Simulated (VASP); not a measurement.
Runs of VASP 6.6.1 on CdS (Hawleyite). The structure is that of space group F-43m (No. 216), or close to it. The cells are those of the table. 

```csv
cell,gap on the mesh (eV),pressure (GPa)
"a = 4.219 Å, angles 60.0°, 2 atoms",(a),-3.5
"a = 4.138 Å, angles 60.0°, 2 atoms",0.99,(b)
"a = 4.179 Å, angles 60.0°, 2 atoms",0.93,-2.1
"a = 4.097 Å, angles 60.0°, 2 atoms",(c),1.4
"a = 4.055 Å, angles 60.0°, 2 atoms",1.11,3.7
```

Alike in all rows: task single point; level PBEsol; potentials or basis VASP PAW PBE potentials, release 64 (Cd, S); no spin polarisation; k mesh 7 × 7 × 7; cutoff (eV) 520; smearing gaussian 0.01 eV.

Problem. Estimate the missing entries.

Solution. (a) 0.86; (b) -0.5; (c) 1.05.

Caveats: the PAW data sets were made with another functional, which shifts forces and pressure a little.

A k mesh can miss the band edges, and the runs leave out spin-orbit coupling on Cd.
